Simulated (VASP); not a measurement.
# Se (Fd-3m) in VASP: notebook

The runs below take Se through single point, relaxation of cell and atoms, with PBEsol.

All numbers are computed with VASP 6.6.1; they aren't measurements. Logs are shortened: lines on timing, memory, paths and dates and some standing lists are left out, and cuts for length are marked.

## 1. The cell of the first run

The structure is cubic, space group Fd-3m (No. 227). The conventional cell has a = 4.279 Å, b = 4.279 Å, c = 4.279 Å, α = 90.00°, β = 90.00°, γ = 90.00°. Within 2.5 Å of Se (site symmetry -43m) lie 4 Se at 1.85 Å.

## 2. Single point, PBEsol

Input file INCAR:

```
  PREC = Accurate
  ENCUT = 520
  EDIFF = 1E-6
  ISMEAR = -1
  SIGMA = 0.05
  LREAL = False
  LASPH = True
  NELM = 80
  ALGO = Normal
  ISIF = 2
  LWAVE = False
  LCHARG = True
  GGA = PS
  LELF = True
  LVHAR = True
  NBANDS = 13
```

Input file KPOINTS:

```
regular mesh
0
Gamma
  15 15 15
```

Input file POSCAR:

```
Se
1.0
    0.0000000000      2.1396987009      2.1396987009
    2.1396987009      0.0000000000      2.1396987009
    2.1396987009      2.1396987009      0.0000000000
Se
2
Direct
   -0.1250000000     -0.1250000000     -0.1250000000
    0.1250000000      0.1250000000      0.1250000000
```

Potentials or basis: VASP PAW PBE potentials, release 64 (Se).

Started as:

```sh
> cat potpaw_PBE.64/Se/POTCAR > POTCAR
> mpirun -np 1 vasp_std > vasp.out
```

OUTCAR:

```text
PREC = Accurate
   ENCUT = 520
   EDIFF = 1E-6
   ISMEAR = -1
   LREAL = False
   LASPH = True
   NELM = 80
   ISIF = 2
   GGA = PS

 ion  position               nearest neighbor table
   1  0.875  0.875  0.875-   2 1.85   2 1.85   2 1.85   2 1.85
   2  0.125  0.125  0.125-   1 1.85   1 1.85   1 1.85   1 1.85

  LATTYP: Found a face centered cubic cell.
 ALAT       =     4.2793974018

  Lattice vectors:

 A1 = (   0.0000000000,   2.1396987009,   2.1396987009)
 A2 = (   2.1396987009,   0.0000000000,   2.1396987009)
 A3 = (   2.1396987009,   2.1396987009,   0.0000000000)

Analysis of symmetry for initial positions (statically):
=====================================================================
 Subroutine PRICEL returns:
 Original cell was already a primitive cell.

 Routine SETGRP: Setting up the symmetry group for a
 face centered cubic supercell.

 Subroutine GETGRP returns: Found 48 space group operations
 (whereof 12 operations were pure point group operations)
 out of a pool of 48 trial point group operations.

The static configuration has the point symmetry D_3d.
 The point group associated with its full space group is O_h .

Analysis of symmetry for dynamics (positions and initial velocities):
=====================================================================
 Subroutine PRICEL returns:
 Original cell was already a primitive cell.

 Routine SETGRP: Setting up the symmetry group for a
 face centered cubic supercell.

 Subroutine GETGRP returns: Found 48 space group operations
 (whereof 12 operations were pure point group operations)
 out of a pool of 48 trial point group operations.

The dynamic configuration has the point symmetry D_3d.
 The point group associated with its full space group is O_h .

 Subroutine INISYM returns: Found 48 space group operations
 (whereof 12 operations are pure point group operations),
 and found     1 'primitive' translations

----------------------------------------------------------------------------------------

                                     Primitive cell

  volume of cell :      19.5924

  direct lattice vectors                    reciprocal lattice vectors
     0.000000000  2.139698701  2.139698701    -0.233677760  0.233677760  0.233677760
     2.139698701  0.000000000  2.139698701     0.233677760 -0.233677760  0.233677760
     2.139698701  2.139698701  0.000000000     0.233677760  0.233677760 -0.233677760

  length of vectors
     3.025990922  3.025990922  3.025990922     0.404741753  0.404741753  0.404741753

  position of ions in fractional coordinates (direct lattice)
     0.875000000  0.875000000  0.875000000
     0.125000000  0.125000000  0.125000000

  ion indices of the primitive-cell ions
   primitive index   ion index
                 1           1
                 2           2

----------------------------------------------------------------------------------------

 KPOINTS: regular mesh

Automatic generation of k-mesh.
 Grid dimensions read from file:
 generate k-points for:   15   15   15

 Generating k-lattice:

  Cartesian coordinates                     Fractional coordinates (reciprocal lattice)
    -0.015578517  0.015578517  0.015578517     0.066666667  0.000000000  0.000000000
     0.015578517 -0.015578517  0.015578517     0.000000000  0.066666667  0.000000000
     0.015578517  0.015578517 -0.015578517     0.000000000  0.000000000  0.066666667

  Length of vectors
     0.026982784  0.026982784  0.026982784

  Shift w.r.t. Gamma in fractional coordinates (k-lattice)
     0.000000000  0.000000000  0.000000000

 Subroutine IBZKPT returns following result:
 ===========================================

 Found    120 irreducible k-points:

 Following reciprocal coordinates:
            Coordinates               Weight
  0.000000  0.000000  0.000000      1.000000
  0.066667  0.000000  0.000000      8.000000
  0.133333  0.000000  0.000000      8.000000
  0.200000  0.000000  0.000000      8.000000
  0.266667  0.000000  0.000000      8.000000
  0.333333  0.000000  0.000000      8.000000
[... 16 lines left out ...]
  0.133333  0.133333  0.000000      6.000000
  0.200000  0.133333  0.000000     24.000000
 [... further k-points ...]
   k-points           NKPTS =    120   k-points in BZ     NKDIM =    120   number of bands    NBANDS=     13
   number of dos      NEDOS =    301   number of ions     NIONS =      2
   total plane-waves  NPLWV =  13824
   dimension x,y,z NGX =    24 NGY =   24 NGZ =   24
   dimension x,y,z NGXF=    48 NGYF=   48 NGZF=   48
   ions per type =               2
   NGX,Y,Z   is equivalent  to a cutoff of  13.19, 13.19, 13.19 a.u.
   NGXF,Y,Z  is equivalent  to a cutoff of  26.37, 26.37, 26.37 a.u.
 SYSTEM =  unknown system
   PREC   = accura    normal or accurate (medium, high low for compatibility)
   ISTART =      0    job   : 0-new  1-cont  2-samecut
   ICHARG =      2    charge: 1-file 2-atom 10-const
   ISPIN  =      1    spin polarized calculation?
   LNONCOLLINEAR =      F non collinear calculations
   LSORBIT =      F    spin-orbit coupling
   LASPH  =      T    aspherical Exc in radial PAW
   ENCUT  =  520.0 eV  38.22 Ry    6.18 a.u.   5.63  5.63  5.63*2*pi/ulx,y,z
   NELM   =     80;   NELMIN=  2; NELMDL= -5     # of ELM steps
   EDIFF  = 0.1E-05   stopping-criterion for ELM
   LREAL  =      F    real-space projection
   EDIFFG = 0.1E-04   stopping-criterion for IOM
   NSW    =      0    number of steps for IOM
   IBRION =     -1    ionic relax: 0-MD 1-quasi-New 2-CG
   NFREE  =      0    steps in history (QN), initial steepest desc. (CG)
   ISIF   =      2    stress and relaxation
   ISYM   =      2    0-nonsym 1-usesym 2-fastsym
   POTIM  = 0.5000    time-step for ionic-motion
   TEBEG  =    0.0;   TEEND  =   0.0 temperature during run
   PSTRESS=    0.0 pullay stress
   NELECT =      12.0000    total number of electrons
   NUPDOWN=      -1.0000    fix difference up-down
   EMIN   =  10.00;   EMAX   =-10.00  energy-range for DOS
   EFERMI =   0.00;   METHOD = LEGACY
   ISMEAR =    -1;   SIGMA  =   0.05  broadening in eV -4-tet -1-fermi 0-gaus
   EFERMI_NEDOS =   21; number of points for ismear=-14 and -15
   IALGO  =     38    algorithm
   IMIX   =      4    mixing-type and parameters
     AMIX     =   0.40;   BMIX     =  1.00
     AMIX_MAG =   1.60;   BMIX_MAG =  1.00
  volume/ion in A,a.u.               =       9.80        66.11
  Fermi-wavevector in a.u.,A,eV,Ry     =   1.390292  2.627271 26.298854  1.932911
  Thomas-Fermi vector in A             =   2.514241
   LORBIT       =      0    0 simple, 1 ext, 2 COOP (PROOUT), +10 PAW based schemes
   GGA     = PS    functional components
   LHFCALC =     F    Hartree Fock is set to
   AEXX    =    0.0000 exact exchange contribution
   IVDW    =     0    specifies the selected vdW correction
   LEPSILON=     F    determine dielectric tensor
   LRPA    =     F    only Hartree local field effects (RPA)
 non-spin polarized calculation
  energy-cutoff  :      520.00
  volume of cell :       19.59
 maximum number of plane-waves:       536
   NGX = 11   NGY = 11   NGZ = 11

 number of electron      11.9999999 magnetization

 Free energy of the ion-electron system (eV)
  ---------------------------------------------------
  ext. energy  EPLUGINS =         0.00000000
  ---------------------------------------------------
  free energy    TOTEN  =        15.74637142 eV

  energy without entropy =       15.75171316  energy(sigma->0) =       15.74904229

 E-fermi :  18.0956     XC(G=0): -13.9523

 val. band max:       18.0254445757   @ k =   0.4667   0.1333   0.0667
 cond. band min:      18.0967036046   @ k =   0.4000   0.2667   0.1333
 fundamental gap:      0.0712590289
 Fermi energy:        18.0956333758

 k-point     1 :       0.0000    0.0000    0.0000
  band No.  band energies     occupation
      1     -10.5485      2.00000
      2      10.5723      2.00000
      3      10.5723      2.00000
      4      10.5723      2.00000
      5      14.8754      2.00000
      6      14.8754      2.00000
      7      14.8755      2.00000
      8      18.0061      1.71383
      9      22.9509      0.00000
     10      24.9373      0.00000
     11      24.9373      0.00000
     12      28.0671      0.00000
     13      28.0671      0.00000

 k-point     2 :       0.0667    0.0000    0.0000
  band No.  band energies     occupation
      1     -10.4472      2.00000
      2       9.5205      2.00000
      3      10.3597      2.00000
      4      10.3597      2.00000
      5      15.1563      2.00000
      6      15.1563      2.00000
      7      15.1771      2.00000
      8      18.5640      0.00017
      9      23.3964      0.00000
     10      24.3699      0.00000
     11      24.3699      0.00000
     12      27.7452      0.00000
     13      28.9604      0.00000

 k-point     3 :       0.1333    0.0000    0.0000
  band No.  band energies     occupation
      1     -10.1450      2.00000
      2       7.4391      2.00000
      3       9.8690      2.00000
      4       9.8690      2.00000
      5      15.2400      2.00000
      6      15.8026      2.00000
      7      15.8026      2.00000
      8      20.0527      0.00000
      9      23.5445      0.00000
     10      23.5445      0.00000
     11      24.4423      0.00000
     12      27.3304      0.00000
     13      30.8115      0.00000
[... 305 lines left out ...]
 k-point    23 :       0.1333    0.1333    0.0000
  band No.  band energies     occupation
      1     -10.0090      2.00000
      2       8.1922      2.00000
      3       8.7391      2.00000
      4       8.7391      2.00000
      5      13.8572      2.00000
      6      17.3703      2.00000
      7      17.3703      2.00000
      8      19.0509      0.00000
      9      22.5627      0.00000
     10      25.0857      0.00000
     11      25.4196      0.00000
     12      29.0564      0.00000
     13      29.0564      0.00000

 k-point    24 :       0.2000    0.1333    0.0000
  band No.  band energies     occupation
      1      -9.6409      2.00000
      2       6.4714      2.00000
      3       8.1472      2.00000
      4       8.4277      2.00000
      5      13.8543      2.00000
      6      17.7369      1.99847
      7      18.2673      0.06248
      8      18.8652      0.00000
      9      23.4266      0.00000
     10      25.3556      0.00000
     11      26.1754      0.00000
     12      28.9511      0.00000
     13      30.2723      0.00000

 [... further k-points ...]
[... 5 lines left out ...]
  --------------------------------------------------------------------------------------
  -------------------------------------------------------------------------------------
  Total       57.0623962     57.0623962     57.0623962      0.0000000      0.0000000     -0.0000000
  in kB     4666.3007080   4666.3007080   4666.3007080      0.0000000      0.0000000     -0.0000000
  external PRESSURE =    4666.3007080 kB  Pullay stress =       0.0000000 kB

 VOLUME and BASIS-vectors are now :
 -----------------------------------------------------------------------------
  energy-cutoff  :      520.00
  volume of cell :       19.59
      direct lattice vectors                 reciprocal lattice vectors
     0.000000000  2.139698701  2.139698701    -0.233677760  0.233677760  0.233677760
     2.139698701  0.000000000  2.139698701     0.233677760 -0.233677760  0.233677760
     2.139698701  2.139698701  0.000000000     0.233677760  0.233677760 -0.233677760

 POSITION                                       TOTAL-FORCE (eV/Angst)
 -----------------------------------------------------------------------------------
      3.74447      3.74447      3.74447         0.000000      0.000000      0.000000
      0.53492      0.53492      0.53492        -0.000000     -0.000000     -0.000000
 -----------------------------------------------------------------------------------
    total drift:                                0.000000      0.000000      0.000000

  FREE ENERGIE OF THE ION-ELECTRON SYSTEM (eV)
  ---------------------------------------------------
  free  energy   TOTEN  =        15.7463714173 eV

  energy  without entropy=       15.7517131593  energy(sigma->0) =       15.74904229
```

Run time: 10 s. Hardware: 1 thread of Intel Xeon Platinum 8559C (Emerald Rapids), shared host; peak memory 0.15 GiB.

What came out:

```yaml
Free_energy: 15.7464 eV
Pressure: 466.6 GPa
Band_gap_on_the_k_mesh: zero (band 6 reaches 20.95 eV, above the bottom of band 7 at 14.88 eV)
```

Caveat: the PAW data sets were made with another functional, which shifts forces and pressure a little.

## 3. Single point, PBEsol

Changes to INCAR since step 2:

```diff
@@ -11,6 +11,4 @@
   LWAVE = False
-  LCHARG = True
+  LCHARG = False
   GGA = PS
-  LELF = True
-  LVHAR = True
   NBANDS = 13
```

Input file KPOINTS:

```
Automatic mesh
0
Gamma
  15 15 15
```

Input file POSCAR:

```
Se
1.0
    0.0000000000      2.1409546910      2.1409546910
    2.1409546910      0.0000000000      2.1409546910
    2.1409546910      2.1409546910      0.0000000000
Se
2
Direct
   -0.1250000000     -0.1250000000     -0.1250000000
    0.1250000000      0.1250000000      0.1250000000
```

Potentials or basis: VASP PAW PBE potentials, release 64 (Se).

Started as:

```sh
> cat potpaw_PBE.64/Se/POTCAR > POTCAR
> mpirun -np 1 vasp_std > vasp.out
```

OUTCAR:

```text
PREC = Accurate
   ENCUT = 520
   EDIFF = 1E-6
   ISMEAR = -1
   LREAL = False
   LASPH = True
   NELM = 80
   ISIF = 2
   GGA = PS

 ion  position               nearest neighbor table
   1  0.875  0.875  0.875-   2 1.85   2 1.85   2 1.85   2 1.85
   2  0.125  0.125  0.125-   1 1.85   1 1.85   1 1.85   1 1.85

  LATTYP: Found a face centered cubic cell.
 ALAT       =     4.2819093820

  Lattice vectors:

 A1 = (   0.0000000000,   2.1409546910,   2.1409546910)
 A2 = (   2.1409546910,   0.0000000000,   2.1409546910)
 A3 = (   2.1409546910,   2.1409546910,   0.0000000000)

Analysis of symmetry for initial positions (statically):
=====================================================================
 Subroutine PRICEL returns:
 Original cell was already a primitive cell.

 Routine SETGRP: Setting up the symmetry group for a
 face centered cubic supercell.

 Subroutine GETGRP returns: Found 48 space group operations
 (whereof 12 operations were pure point group operations)
 out of a pool of 48 trial point group operations.

The static configuration has the point symmetry D_3d.
 The point group associated with its full space group is O_h .

[... 166 lines left out ...]

 k-point     1 :       0.0000    0.0000    0.0000
  band No.  band energies     occupation
      1     -10.5561      2.00000
      2      10.5380      2.00000
      3      10.5380      2.00000
      4      10.5380      2.00000
      5      14.8426      2.00000
      6      14.8426      2.00000
      7      14.8426      2.00000
      8      17.9412      1.82169
      9      22.9115      0.00000
     10      24.8993      0.00000
     11      24.8993      0.00000
     12      28.0305      0.00000
     13      28.0305      0.00000
[... 354 lines left out ...]
  band No.  band energies     occupation
      1      -9.6500      2.00000
      2       6.4405      2.00000
      3       8.1190      2.00000
      4       8.3972      2.00000
      5      13.8228      2.00000
      6      17.6940      1.99861
      7      18.2275      0.06448
      8      18.8283      0.00000
      9      23.3719      0.00000
     10      25.3179      0.00000
     11      26.1319      0.00000
     12      28.9114      0.00000
     13      30.2326      0.00000

 [... further k-points ...]
[... 5 lines left out ...]
  --------------------------------------------------------------------------------------
  -------------------------------------------------------------------------------------
  Total       56.8474906     56.8474906     56.8474906     -0.0000000     -0.0000000     -0.0000000
  in kB     4640.5499996   4640.5499996   4640.5499996     -0.0000000     -0.0000000     -0.0000000
  external PRESSURE =    4640.5499996 kB  Pullay stress =       0.0000000 kB

 VOLUME and BASIS-vectors are now :
 -----------------------------------------------------------------------------
  energy-cutoff  :      520.00
  volume of cell :       19.63
      direct lattice vectors                 reciprocal lattice vectors
     0.000000000  2.140954691  2.140954691    -0.233540673  0.233540673  0.233540673
     2.140954691  0.000000000  2.140954691     0.233540673 -0.233540673  0.233540673
     2.140954691  2.140954691  0.000000000     0.233540673  0.233540673 -0.233540673

 POSITION                                       TOTAL-FORCE (eV/Angst)
 -----------------------------------------------------------------------------------
      3.74667      3.74667      3.74667        -0.000000      0.000000     -0.000000
      0.53524      0.53524      0.53524         0.000000     -0.000000      0.000000
 -----------------------------------------------------------------------------------
    total drift:                                0.000000      0.000000      0.000000

  FREE ENERGIE OF THE ION-ELECTRON SYSTEM (eV)
  ---------------------------------------------------
  free  energy   TOTEN  =        15.6460929913 eV

  energy  without entropy=       15.6514202793  energy(sigma->0) =       15.64875664
```

It took 10 s on 1 thread of Intel Xeon Platinum 8559C (Emerald Rapids), shared host; peak memory 0.15 GiB.

What came out:

```yaml
Free_energy: 15.6461 eV
Pressure: 464.1 GPa
Band_gap_on_the_k_mesh: zero (band 6 reaches 20.91 eV, above the bottom of band 7 at 14.84 eV)
```

Levels at points of the mesh, in eV from the Fermi level:
```
           k point  band 4  band 5  band 6  band 7  band 8  band 9
(0.00, 0.00, 0.00)   -7.52   -3.21   -3.21   -3.21   -0.12    4.85
```

Caveat: the PAW data sets were made with another functional, which shifts forces and pressure a little.

(Continued in part 2 of 2.)
